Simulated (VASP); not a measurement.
# Cd (P-1) in VASP: a series of runs

Cd is run at these levels: PBE; tasks: single point.

Everything below comes from runs of VASP 6.6.1. Logs are shortened: lines on timing, memory, paths and dates and some standing lists are left out, and cuts for length are marked.

### Step 1. The cell of the first run

The typed cell holds 2 atoms: a = 2.954 Å, b = 2.871 Å, c = 6.059 Å, α = 96.68°, β = 95.08°, γ = 125.41°.

### Step 2. Single point, PBE

File INCAR:

```
ALGO = Normal
EDIFF = 1E-7
ENCUT = 520
GGA = PE
ISIF = 2
ISMEAR = 0
LASPH = T
LCHARG = F
LREAL = F
LWAVE = F
NBANDS = 19
NELM = 60
PREC = Accurate
SIGMA = 0.1
```

File KPOINTS:

```
k-points
0
Gamma
  6 6 4
```

File POSCAR:

```
Cd
1.0
    2.9481049582     -0.1202820255     -0.1425491597
   -1.5782197688      2.3907700393     -0.1847475081
   -0.2688236186     -0.5575060242      6.0273048809
Cd
2
Direct
    0.3333333333      0.6666666667      0.2500000000
    0.6666666667      0.3333333333      0.7500000000
```

Potentials or basis: VASP PAW PBE potentials, release 64 (Cd).

Command:

```console
cat potpaw_PBE.64/Cd/POTCAR > POTCAR
mpirun -np 1 vasp_std > vasp.out
```

OUTCAR:

```text
EDIFF = 1E-7
   ENCUT = 520
   GGA = PE
   ISIF = 2
   ISMEAR = 0
   LASPH = T
   LREAL = F
   NELM = 60
   PREC = Accurate

 ion  position               nearest neighbor table
   1  0.333  0.667  0.250-   2 3.12   2 3.17   2 3.47   2 3.51   2 3.67   2 3.68
   2  0.667  0.333  0.750-   1 3.12   1 3.17   1 3.47   1 3.51   1 3.67   1 3.68

  LATTYP: Found a triclinic cell.
 ALAT       =     2.9539991322
 B/A-ratio  =     2.8653811707
 C/A-ratio  =     0.9717878000
 COS(alpha) =     0.0116354149
 COS(beta)  =     0.5794847002
 COS(gamma) =     0.5905424002

  Lattice vectors:

 A1 = (   2.9481049582,  -0.1202820255,  -0.1425491597)
 A2 = (   5.4190517184,   3.8631879779,   5.2301623856)
 A3 = (   1.5782197688,  -2.3907700393,   0.1847475081)

Analysis of symmetry for initial positions (statically):
=====================================================================
 Subroutine PRICEL returns:
 Original cell was already a primitive cell.

 Routine SETGRP: Setting up the symmetry group for a
 triclinic supercell.

 Subroutine GETGRP returns: Found  2 space group operations
 (whereof  2 operations were pure point group operations)
 out of a pool of  2 trial point group operations.

The static configuration has the point symmetry S_2 .

Analysis of symmetry for dynamics (positions and initial velocities):
=====================================================================
 Subroutine PRICEL returns:
 Original cell was already a primitive cell.

 Routine SETGRP: Setting up the symmetry group for a
 triclinic supercell.

 Subroutine GETGRP returns: Found  2 space group operations
 (whereof  2 operations were pure point group operations)
 out of a pool of  2 trial point group operations.

The dynamic configuration has the point symmetry S_2 .

 Subroutine INISYM returns: Found  2 space group operations
 (whereof  2 operations are pure point group operations),
 and found     1 'primitive' translations

----------------------------------------------------------------------------------------

                                     Primitive cell

  volume of cell :      40.8111

  direct lattice vectors                    reciprocal lattice vectors
     2.948104958 -0.120282026 -0.142549160     0.350564308  0.234301081  0.037307592
    -1.578219769  2.390770039 -0.184747508     0.019711529  0.434460793  0.041065358
    -0.268823619 -0.557506024  6.027304881     0.008895237  0.018858341  0.168052705

  length of vectors
     2.953999132  2.870660318  6.059000184     0.423301532  0.436842178  0.169341294

  position of ions in fractional coordinates (direct lattice)
     0.333333333  0.666666667  0.250000000
     0.666666667  0.333333333  0.750000000

  ion indices of the primitive-cell ions
   primitive index   ion index
                 1           1
                 2           2

----------------------------------------------------------------------------------------

 KPOINTS: k-points

Automatic generation of k-mesh.
 Grid dimensions read from file:
 generate k-points for:    6    6    4

 Generating k-lattice:

  Cartesian coordinates                     Fractional coordinates (reciprocal lattice)
     0.058427385  0.039050180  0.006217932     0.166666667  0.000000000  0.000000000
     0.003285255  0.072410132  0.006844226     0.000000000  0.166666667  0.000000000
     0.002223809  0.004714585  0.042013176     0.000000000 -0.000000000  0.250000000

  Length of vectors
     0.070550255  0.072807030  0.042335324

  Shift w.r.t. Gamma in fractional coordinates (k-lattice)
     0.000000000  0.000000000  0.000000000

 Subroutine IBZKPT returns following result:
 ===========================================

 Found     76 irreducible k-points:

 Following reciprocal coordinates:
            Coordinates               Weight
  0.000000  0.000000  0.000000      1.000000
  0.166667  0.000000 -0.000000      2.000000
  0.333333 -0.000000 -0.000000      2.000000
  0.500000 -0.000000  0.000000      1.000000
 -0.000000  0.166667  0.000000      2.000000
  0.166667  0.166667  0.000000      2.000000
[... 16 lines left out ...]
  0.333333 -0.000000  0.250000      2.000000
  0.500000 -0.000000  0.250000      2.000000
 [... further k-points ...]
   k-points           NKPTS =     76   k-points in BZ     NKDIM =     76   number of bands    NBANDS=     19
   number of dos      NEDOS =    301   number of ions     NIONS =      2
   total plane-waves  NPLWV =  27648
   dimension x,y,z NGX =    24 NGY =   24 NGZ =   48
   dimension x,y,z NGXF=    48 NGYF=   48 NGZF=   96
   ions per type =               2
   NGX,Y,Z   is equivalent  to a cutoff of  13.51, 13.90, 13.17 a.u.
   NGXF,Y,Z  is equivalent  to a cutoff of  27.01, 27.80, 26.34 a.u.
 SYSTEM =  unknown system
   PREC   = accura    normal or accurate (medium, high low for compatibility)
   ISTART =      0    job   : 0-new  1-cont  2-samecut
   ICHARG =      2    charge: 1-file 2-atom 10-const
   ISPIN  =      1    spin polarized calculation?
   LNONCOLLINEAR =      F non collinear calculations
   LSORBIT =      F    spin-orbit coupling
   LASPH  =      T    aspherical Exc in radial PAW
   ENCUT  =  520.0 eV  38.22 Ry    6.18 a.u.   5.49  5.34 11.27*2*pi/ulx,y,z
   NELM   =     60;   NELMIN=  2; NELMDL= -5     # of ELM steps
   EDIFF  = 0.1E-06   stopping-criterion for ELM
   LREAL  =      F    real-space projection
   EDIFFG = 0.1E-05   stopping-criterion for IOM
   NSW    =      0    number of steps for IOM
   IBRION =     -1    ionic relax: 0-MD 1-quasi-New 2-CG
   NFREE  =      0    steps in history (QN), initial steepest desc. (CG)
   ISIF   =      2    stress and relaxation
   ISYM   =      2    0-nonsym 1-usesym 2-fastsym
   POTIM  = 0.5000    time-step for ionic-motion
   TEBEG  =    0.0;   TEEND  =   0.0 temperature during run
   PSTRESS=    0.0 pullay stress
   NELECT =      24.0000    total number of electrons
   NUPDOWN=      -1.0000    fix difference up-down
   EMIN   =  10.00;   EMAX   =-10.00  energy-range for DOS
   EFERMI =   0.00;   METHOD = LEGACY
   ISMEAR =     0;   SIGMA  =   0.10  broadening in eV -4-tet -1-fermi 0-gaus
   EFERMI_NEDOS =   21; number of points for ismear=-14 and -15
   IALGO  =     38    algorithm
   IMIX   =      4    mixing-type and parameters
     AMIX     =   0.40;   BMIX     =  1.00
     AMIX_MAG =   1.60;   BMIX_MAG =  1.00
  volume/ion in A,a.u.               =      20.41       137.70
  Fermi-wavevector in a.u.,A,eV,Ry     =   1.371574  2.591899 25.595491  1.881216
  Thomas-Fermi vector in A             =   2.497259
   LORBIT       =      0    0 simple, 1 ext, 2 COOP (PROOUT), +10 PAW based schemes
   GGA     = PE    functional components
   LHFCALC =     F    Hartree Fock is set to
   AEXX    =    0.0000 exact exchange contribution
   IVDW    =     0    specifies the selected vdW correction
   LEPSILON=     F    determine dielectric tensor
   LRPA    =     F    only Hartree local field effects (RPA)
 non-spin polarized calculation
 Gauss-broadening in eV      SIGMA  =   0.10
  energy-cutoff  :      520.00
  volume of cell :       40.81
 maximum number of plane-waves:      1116
 NGX is ok and might be reduce to    24
   NGX = 11   NGY = 11   NGZ = 23

 number of electron      24.0000002 magnetization

 Free energy of the ion-electron system (eV)
  ---------------------------------------------------
  ext. energy  EPLUGINS =         0.00000000
  ---------------------------------------------------
  free energy    TOTEN  =        -1.08526041 eV

  energy without entropy =       -1.08037941  energy(sigma->0) =       -1.08281991

 E-fermi :   3.3174     XC(G=0): -11.2874

 val. band max:        3.2903091462   @ k =   0.5000   0.1667   0.2500
 cond. band min:       3.4249224179   @ k =  -0.1667  -0.1667   0.2500
 fundamental gap:      0.1346132717
 Fermi energy:         3.3173649610

 k-point     1 :       0.0000    0.0000    0.0000
  band No.  band energies     occupation
      1      -7.0509      2.00000
      2      -7.0228      2.00000
      3      -6.5423      2.00000
      4      -6.4786      2.00000
      5      -5.7944      2.00000
      6      -5.7096      2.00000
[... 11 lines left out ...]
     18      21.5795      0.00000
     19      21.6292      0.00000

 k-point     2 :       0.1667    0.0000   -0.0000
  band No.  band energies     occupation
      1      -6.6384      2.00000
      2      -6.5586      2.00000
      3      -6.3917      2.00000
      4      -6.3692      2.00000
      5      -5.7604      2.00000
      6      -5.7254      2.00000
[... 11 lines left out ...]
     18      17.1683      0.00000
     19      19.0268      0.00000

 k-point     3 :       0.3333   -0.0000   -0.0000
  band No.  band energies     occupation
      1      -6.8775      2.00000
      2      -6.7935      2.00000
      3      -6.3905      2.00000
      4      -6.0863      2.00000
      5      -5.8524      2.00000
      6      -5.5816      2.00000
[... 11 lines left out ...]
     18      15.6995      0.00000
     19      16.3281      0.00000

 k-point     4 :       0.5000   -0.0000    0.0000
  band No.  band energies     occupation
      1      -7.0927      2.00000
      2      -7.0148      2.00000
      3      -6.6331      2.00000
      4      -6.3495      2.00000
      5      -5.7243      2.00000
      6      -5.4600      2.00000
[... 11 lines left out ...]
     18      15.1551      0.00000
     19      15.6937      0.00000

 k-point     5 :      -0.0000    0.1667    0.0000
  band No.  band energies     occupation
      1      -6.5943      2.00000
      2      -6.5120      2.00000
      3      -6.2714      2.00000
      4      -6.2473      2.00000
      5      -5.8924      2.00000
      6      -5.8563      2.00000
[... 11 lines left out ...]
     18      17.3660      0.00000
     19      18.9080      0.00000
[... 334 lines left out ...]
      2      -7.0239      2.00000
      3      -6.5365      2.00000
      4      -6.4903      2.00000
      5      -5.7123      2.00000
      6      -5.7082      2.00000
[... 11 lines left out ...]
     18      20.9318      0.00000
     19      21.8618      0.00000

 k-point    22 :       0.1667    0.0000    0.2500
  band No.  band energies     occupation
      1      -6.6376      2.00000
      2      -6.5625      2.00000
      3      -6.4067      2.00000
      4      -6.3408      2.00000
      5      -5.7744      2.00000
      6      -5.7317      2.00000
[... 11 lines left out ...]
     18      17.8596      0.00000
     19      19.6032      0.00000

 k-point    23 :       0.3333   -0.0000    0.2500
  band No.  band energies     occupation
      1      -6.8675      2.00000
      2      -6.8019      2.00000
      3      -6.4037      2.00000
      4      -6.1771      2.00000
      5      -5.7848      2.00000
      6      -5.5552      2.00000
[... 11 lines left out ...]
     18      14.6634      0.00000
     19      15.6554      0.00000

 k-point    24 :       0.5000   -0.0000    0.2500
  band No.  band energies     occupation
      1      -7.0779      2.00000
      2      -7.0254      2.00000
      3      -6.6864      2.00000
      4      -6.3461      2.00000
      5      -5.6654      2.00000
      6      -5.5324      2.00000
[... 11 lines left out ...]
     18      13.6378      0.00000
     19      14.9101      0.00000

 [... further k-points ...]
[... 5 lines left out ...]
  --------------------------------------------------------------------------------------
  -------------------------------------------------------------------------------------
  Total        2.2511414      5.6214551      2.0565260      1.9190551     -0.1318596     -0.0396331
  in kB       88.3762244    220.6893718     80.7359354     75.3390473     -5.1765965     -1.5559316
  external PRESSURE =     129.9338439 kB  Pullay stress =       0.0000000 kB

 VOLUME and BASIS-vectors are now :
 -----------------------------------------------------------------------------
  energy-cutoff  :      520.00
  volume of cell :       40.81
      direct lattice vectors                 reciprocal lattice vectors
     2.948104958 -0.120282026 -0.142549160     0.350564308  0.234301081  0.037307592
    -1.578219769  2.390770039 -0.184747508     0.019711529  0.434460793  0.041065358
    -0.268823619 -0.557506024  6.027304881     0.008895237  0.018858341  0.168052705

 POSITION                                       TOTAL-FORCE (eV/Angst)
 -----------------------------------------------------------------------------------
     -0.13665      1.41438      1.33614         0.054839     -0.060519     -0.031423
      1.23771      0.29861      4.36386        -0.054839      0.060519      0.031423
 -----------------------------------------------------------------------------------
    total drift:                               -0.000000      0.000000     -0.000000

  FREE ENERGIE OF THE ION-ELECTRON SYSTEM (eV)
  ---------------------------------------------------
  free  energy   TOTEN  =        -1.0852604087 eV

  energy  without entropy=       -1.0803794127  energy(sigma->0) =       -1.08281991
```

Wall time 30 s (1 thread of Intel Xeon Platinum 8375C at 2.90GHz (Ice Lake), shared host); peak memory 0.19 GiB.

Results:

```
Free energy            : -1.0853 eV
Pressure               : 13.0 GPa
Largest force          : 0.088 eV/Å
Band gap on the k mesh : zero (band 12 reaches 4.99 eV, above the bottom of band 13 at -0.22 eV)
```

Forces on the atoms (eV/Å):
```
Cd   0.055 -0.061 -0.031
Cd  -0.055  0.061  0.031
```

Caveat: the k points lie up to 0.46 Å⁻¹ apart.

### Step 3. Single point, PBE

This run uses another cell than the first one, of 22.26 Å³/atom, 1.091 times its volume.

File INCAR:

```
SYSTEM = Cd
  PREC = Accurate
  ENCUT = 520
  EDIFF = 1E-6
  ISMEAR = 0
  SIGMA = 0.1
  LREAL = .False.
  LASPH = .True.
  NELM = 80
  ALGO = Normal
  ISIF = 2
  LWAVE = .False.
  LCHARG = .False.
  GGA = PE
  NBANDS = 19
```

File KPOINTS:

```
regular mesh
0
Gamma
  6 6 4
  0 0 0
```

File POSCAR:

```
Cd
1.0
    3.1593616123     -0.0409435669      0.0642785133
   -1.6151389751      2.6130246026      0.0323867905
    0.1212184104      0.1405099860      5.4430833374
Cd
2
Direct
    0.3333333333      0.6666666667      0.2500000000
    0.6666666667      0.3333333333      0.7500000000
```

Potentials or basis: VASP PAW PBE potentials, release 64 (Cd).

Command:

```console
cat potpaw_PBE.64/Cd/POTCAR > POTCAR
mpirun -np 1 vasp_std > vasp.out
```

It took 24 s on 1 thread of Intel Xeon Platinum 8375C at 2.90GHz (Ice Lake), shared host; peak memory 0.19 GiB.

It converged, with:

- Free energy: -1.4402 eV
- Pressure: 1.7 GPa
- Largest force: 0.015 eV/Å
- Band gap on the k mesh: zero (band 12 reaches 3.67 eV, above the bottom of band 13 at 0.43 eV)

Forces on the atoms (eV/Å):
```
Cd  -0.008  0.012  0.002
Cd   0.008 -0.012 -0.002
```

Stress tensor (GPa, compression positive):
```
 0.58 -0.33 -0.86
-0.33  0.74 -0.45
-0.86 -0.45  3.65
```

Levels at points of the mesh, in eV from the Fermi level:
```
           k point  band 10  band 11  band 12  band 13  band 14  band 15
(0.00, 0.00, 0.00)    -8.62    -8.58    -2.82    -2.49    11.97    12.39
(0.50, 0.00, 0.00)    -8.40    -2.60    -2.29     1.71     2.87     3.31
(0.00, 0.50, 0.00)    -8.36    -2.34    -1.90     2.12     3.34     3.56
(0.50, 0.50, 0.00)    -8.42    -2.81    -2.64     1.88     2.58     2.80
(0.00, 0.00, 0.50)    -8.65    -7.27    -7.27     4.54     4.54    13.07
(0.50, 0.00, 0.50)    -8.40    -1.96    -1.41    -0.80     0.14     7.48
(0.00, 0.50, 0.50)    -8.37    -1.67    -1.20    -0.28     0.49     7.93
(0.50, 0.50, 0.50)    -8.43    -1.95    -1.86    -0.78    -0.63     8.09
```

Caveat: the k points lie up to 0.40 Å⁻¹ apart.
